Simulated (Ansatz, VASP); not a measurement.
## Two plane-wave programs on Te3O2

File INCAR:

```
SYSTEM = Te3O2
PREC = Accurate
ENCUT = 600
EDIFF = 1E-6
ISMEAR = 0
SIGMA = 0.1
LREAL = .FALSE.
LASPH = .TRUE.
NELM = 100
ALGO = Normal
ISIF = 3
LWAVE = .FALSE.
LCHARG = .FALSE.
GGA = PE
IBRION = 2
NSW = 90
EDIFFG = -0.04
```

KPOINTS

```
Automatic mesh
0
G
  6 6 6
  0 0 0
```

Contents of POSCAR:

```
Te3O2
1.0
    3.6380200531      2.1004118570      2.5932206591
   -3.6380200531      2.1004118570      2.5932206591
    0.0000000000     -4.2008237139      2.5932206591
Te O
3 2
Direct
    0.0000000000      0.5000000000      0.0000000000
    0.0000000000      0.0000000000      0.5000000000
    0.5000000000      0.0000000000      0.0000000000
    0.7534791078      0.7534791078      0.7534791078
    0.2465208922      0.2465208922      0.2465208922
```

Input for Ansatz:

```yaml
crystal:
  lattice:
    - [3.6380200531, 2.100411857, 2.5932206591]
    - [-3.6380200531, 2.100411857, 2.5932206591]
    - [0.0, -4.2008237139, 2.5932206591]
  atoms:
    - { symbol: Te, position: [0.0, 0.5, 0.0] }
    - { symbol: Te, position: [0.0, 0.0, 0.5] }
    - { symbol: Te, position: [0.5, 0.0, 0.0] }
    - { symbol: O, position: [0.7534791078, 0.7534791078, 0.7534791078] }
    - { symbol: O, position: [0.2465208922, 0.2465208922, 0.2465208922] }
basis:
  ecutwfc: 420
kpoints:
  mp_grid: { grid: [6, 6, 6] }
hamiltonian:
  xc: pbe
scf:
  occupations: { method: gaussian, width: 0.1 }
  lower_state_search: "off"
output:
  forces: true
  stress: true
  eigenvalues: true
relax:
  adjacent_minimum: "off"
  f_tol: 0.04
  max_steps: 70
  cell: { stress_tol: 0.4 }
```

Change from the starting cell: species swapped into the Br2Cl3 type (R-3m, No. 166).

Alike in both runs: task relaxation of cell and atoms; functional PBE; k mesh 6 × 6 × 6; occupations gaussian, width 0.1 eV; no spin polarisation.

```csv
,VASP,Ansatz
version,VASP 6.6.1,Ansatz 0.2.0
potentials or method,"VASP PAW PBE potentials, release 64 (Te, O), cutoff 600 eV","scalar-relativistic, plane waves, PAW"
valence electrons in the cell,30,60
```

VASP gave:

```
gap on the k mesh at the Fermi level, each at its own relaxed structure (eV) : none
relaxed volume (Å³/atom)                                                     : 23.28
relaxed length of the cell vector where the two differ most in proportion (Å)              : 4.916
```

What did Ansatz give for the same quantities?

gap on the k mesh at the Fermi level, each at its own relaxed structure (eV): none; relaxed volume (Å³/atom): 23.45; relaxed length of the cell vector where the two differ most in proportion (Å): 4.928.

A gap of «none» marks a metal or a gap that the smearing closes. VASP's potentials hold 30 valence electrons a cell and Ansatz's 60, so a difference there can come from the potentials and not from the codes.

Spin-orbit coupling is off throughout.
